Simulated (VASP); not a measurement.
# Hf in VASP: notebook, part 3 of 3

VASP 6.6.1.

## 6. Single point, PBE (equal xy, yz and zx shear strains of -1 %)

INCAR

```
SYSTEM = Hf
ALGO = Normal
EDIFF = 1E-6
ENCUT = 520
GGA = PE
ISIF = 2
ISMEAR = -1
LASPH = .True.
LCHARG = .False.
LREAL = .False.
LWAVE = .False.
NBANDS = 11
NELM = 60
PREC = Accurate
SIGMA = 0.05
```

KPOINTS

```
k-points
0
Gamma
  14 14 14
  0 0 0
```

POSCAR

```
Hf
1.0
   -1.8230500000      1.8050000000      1.8050000000
    1.8050000000     -1.8230500000      1.8050000000
    1.8050000000      1.8050000000     -1.8230500000
Hf
1
Direct
    0.0000000000      0.0000000000      0.0000000000
```

Potentials or basis: VASP PAW PBE potentials, release 64 (Hf_pv).

On the command line:

```console
$ cat potpaw_PBE.64/Hf_pv/POTCAR > POTCAR
$ mpirun -np 1 vasp_std > vasp.out
```

OUTCAR:

```text
SYSTEM = Hf
   EDIFF = 1E-6
   ENCUT = 520
   GGA = PE
   ISIF = 2
   ISMEAR = -1
   LASPH = .True.
   LREAL = .False.
   NELM = 60
   PREC = Accurate

 ion  position               nearest neighbor table
   1  0.000  0.000  0.000-

  LATTYP: Found a trigonal (rhomboedric) cell.
 ALAT       =     3.1368075017
 COS(alpha) =    -0.3377371610

  Lattice vectors:

 A1 = (  -1.8230500000,   1.8050000000,   1.8050000000)
 A2 = (   1.8050000000,  -1.8230500000,   1.8050000000)
 A3 = (   1.8050000000,   1.8050000000,  -1.8230500000)

Analysis of symmetry for initial positions (statically):
=====================================================================
 Subroutine PRICEL returns:
 Original cell was already a primitive cell.

 Routine SETGRP: Setting up the symmetry group for a
 trigonal (rhombohedral) supercell.

 Subroutine GETGRP returns: Found 12 space group operations
 (whereof 12 operations were pure point group operations)
 out of a pool of 12 trial point group operations.

The static configuration has the point symmetry D_3d.

Analysis of symmetry for dynamics (positions and initial velocities):
=====================================================================
 Subroutine PRICEL returns:
 Original cell was already a primitive cell.

 Routine SETGRP: Setting up the symmetry group for a
 trigonal (rhombohedral) supercell.

 Subroutine GETGRP returns: Found 12 space group operations
 (whereof 12 operations were pure point group operations)
 out of a pool of 12 trial point group operations.

The dynamic configuration has the point symmetry D_3d.

 Subroutine INISYM returns: Found 12 space group operations
 (whereof 12 operations are pure point group operations),
 and found     1 'primitive' translations

----------------------------------------------------------------------------------------

                                     Primitive cell

  volume of cell :      23.5212

  direct lattice vectors                    reciprocal lattice vectors
[... 110 lines left out ...]
   GGA     = PE    functional components
   LHFCALC =     F    Hartree Fock is set to
   AEXX    =    0.0000 exact exchange contribution
   IVDW    =     0    specifies the selected vdW correction
   LEPSILON=     F    determine dielectric tensor
   LRPA    =     F    only Hartree local field effects (RPA)
 non-spin polarized calculation
  energy-cutoff  :      520.00
  volume of cell :       23.52
 maximum number of plane-waves:       658
   NGX = 11   NGY = 11   NGZ = 11

 number of electron      10.0000001 magnetization

 Free energy of the ion-electron system (eV)
  ---------------------------------------------------
  ext. energy  EPLUGINS =         0.00000000
  ---------------------------------------------------
  free energy    TOTEN  =        -9.72800790 eV

  energy without entropy =       -9.71015078  energy(sigma->0) =       -9.71907934

 E-fermi :   4.2380     XC(G=0): -11.0585

 val. band max:        4.2350924253   @ k =  -0.1429   0.5000   0.1429
 cond. band min:       4.2392830385   @ k =  -0.3571   0.2857   0.0000
 fundamental gap:      0.0041906132
 Fermi energy:         4.2380036153

 k-point     1 :       0.0000    0.0000    0.0000
  band No.  band energies     occupation
      1     -25.7947      2.00000
      2     -25.7947      2.00000
      3     -25.7740      2.00000
      4      -2.6284      2.00000
      5       5.5918      0.00000
      6       5.7946      0.00000
      7       5.7946      0.00000
      8       8.3727      0.00000
      9       8.3727      0.00000
     10      17.1377      0.00000
     11      17.3687      0.00000
[... 309 lines left out ...]
 k-point    24 :       0.2857    0.1429    0.0000
  band No.  band energies     occupation
      1     -26.3639      2.00000
      2     -26.0001      2.00000
      3     -25.8357      2.00000
      4       1.0102      2.00000
      5       3.9708      1.99049
      6       4.3355      0.24928
      7       7.8579      0.00000
      8       8.9418      0.00000
      9      10.2430      0.00000
     10      14.8750      0.00000
     11      16.6468      0.00000

 [... further k-points ...]

------------------------ aborting loop because EDIFF is reached ----------------------------------------

  FORCE on cell =-STRESS in cart. coord.  units (eV):
  Direction    XX          YY          ZZ          XY          YZ          ZX
  --------------------------------------------------------------------------------------
  -------------------------------------------------------------------------------------
  Total       -0.7729847     -0.7729847     -0.7729847      0.0689951      0.0689951      0.0689951
  in kB      -52.6529291    -52.6529291    -52.6529291      4.6996981      4.6996981      4.6996981
  external PRESSURE =     -52.6529291 kB  Pullay stress =       0.0000000 kB

 VOLUME and BASIS-vectors are now :
 -----------------------------------------------------------------------------
  energy-cutoff  :      520.00
  volume of cell :       23.52
      direct lattice vectors                 reciprocal lattice vectors
    -1.823050000  1.805000000  1.805000000     0.002784143  0.278414302  0.278414302
     1.805000000 -1.823050000  1.805000000     0.278414302  0.002784143  0.278414302
     1.805000000  1.805000000 -1.823050000     0.278414302  0.278414302  0.002784143

 POSITION                                       TOTAL-FORCE (eV/Angst)
 -----------------------------------------------------------------------------------
      0.00000      0.00000      0.00000        -0.000000      0.000000     -0.000000
 -----------------------------------------------------------------------------------
    total drift:                                0.000000      0.000000      0.000000

  FREE ENERGIE OF THE ION-ELECTRON SYSTEM (eV)
  ---------------------------------------------------
  free  energy   TOTEN  =        -9.7280079025 eV

  energy  without entropy=       -9.7101507756  energy(sigma->0) =       -9.71907934
```

Wall time 63 s (1 thread of Intel Xeon 8259CL, shared host); peak memory 0.2 GiB.

Results:

```
Free energy            : -9.7280 eV
Pressure               : -5.3 GPa
Band gap on the k mesh : zero (bands 5 and 6 overlap by 2.14 eV)
```

Levels at points of the mesh, in eV from the Fermi level:
```csv
k point,band 2,band 3,band 4,band 5,band 6,band 7,band 8,band 9
"(0.00, 0.00, 0.00)",-30.03,-30.01,-6.87,1.35,1.56,1.56,4.13,4.13
"(0.50, 0.00, 0.00)",-30.26,-30.03,-3.20,-0.39,0.96,3.88,4.82,7.21
"(0.50, 0.50, 0.00)",-30.24,-30.02,-3.24,-0.43,0.83,3.99,4.95,7.12
"(0.50, 0.50, 0.50)",-30.50,-30.50,-2.36,-2.36,6.33,6.33,6.57,6.82
```

Caveat: the cell differs from its parent crystal (equal xy, yz and zx shear strains of -1 %); the cell stands under tension; spin-orbit coupling is left out, which moves the levels of the heavy elements.

## 7. The runs side by side

| cell | gap on the mesh (eV) | pressure (GPa) |
| --- | --- | --- |
| a = 3.085 Å, angles 110.0, 110.0, 108.4°, 1 atom | none | -1.6 |
| a = 3.147 Å, angles 109.2, 109.2, 110.0°, 1 atom | none | -6.9 |
| a = 3.189 Å, angles 108.7, 108.7, 111.1°, 1 atom | none | -9.7 |
| a = 3.158 Å, angles 110.3°, 1 atom | none | -5.2 |
| a = 3.137 Å, angles 109.7°, 1 atom | none | -5.3 |

Alike in all rows: task single point; level PBE; potentials or basis VASP PAW PBE potentials, release 64 (Hf_pv); no spin polarisation; k mesh 14 × 14 × 14; cutoff (eV) 520; smearing fermi-dirac 0.05 eV.

Caveats: spin-orbit coupling is left out, which moves the levels of the heavy elements; the cell stands under tension (at least some runs).

Total energies depend on the potentials used, so only differences within one code and one set of settings carry meaning.
